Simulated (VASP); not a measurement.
Runs of VASP 6.6.1 on Ag. The structure is that of space group P6_3/mmc (No. 194), or close to it. The cells are those of the table. 

| task | cell | k mesh | cutoff (eV) | gap on the mesh (eV) | pressure (GPa) |
| --- | --- | --- | --- | --- | --- |
| single point | a = 2.993, b = 2.993, c = 4.730 Å, angles 90.0, 90.0, 120.0°, 2 atoms | 24 × 24 × 12 | 520 | none | -2.2 |
| relaxation of cell and atoms | relaxed from a = 2.922, b = 2.922, c = 4.702 Å, angles 90.0, 90.0, 120.0°, 2 atoms | 18 × 18 × 10 | 600 | none | 0.0 |
| single point | a = 2.964, b = 2.964, c = 4.769 Å, angles 90.0, 90.0, 120.0°, 2 atoms | 24 × 24 × 12 | 520 | none | -1.3 |
| single point | a = 2.876, b = 2.876, c = 4.855 Å, angles 90.0, 90.0, 120.0°, 2 atoms | 24 × 24 × 12 | 520 | none | 2.8 |
| single point | a = 2.993, b = 2.993, c = 4.740 Å, angles 90.0, 90.0, 120.0°, 2 atoms | 24 × 24 × 12 | 520 | none | -2.3 |
| single point | a = 2.964, b = 2.964, c = 4.767 Å, angles 90.0, 90.0, 120.0°, 2 atoms | 24 × 24 × 12 | 520 | none | -1.3 |
| single point | a = 3.023, b = 3.023, c = 4.687 Å, angles 90.0, 90.0, 120.0°, 2 atoms | 24 × 24 × 12 | 520 | none | (b) |
| single point | a = 2.935, b = 2.935, c = 4.798 Å, angles 90.0, 90.0, 120.0°, 2 atoms | 24 × 24 × 12 | 520 | none | (a) |

Alike in all rows: level PBE; potentials or basis VASP PAW PBE potentials, release 64 (Ag); no spin polarisation; smearing gaussian 0.1 eV.

Task: Estimate the missing entries.

Result: (a) -0.1; (b) -2.7.

A k mesh can miss the band edges, and the runs leave out spin-orbit coupling on Ag.

A gap of «none» marks levels without a gap at the run's occupations.
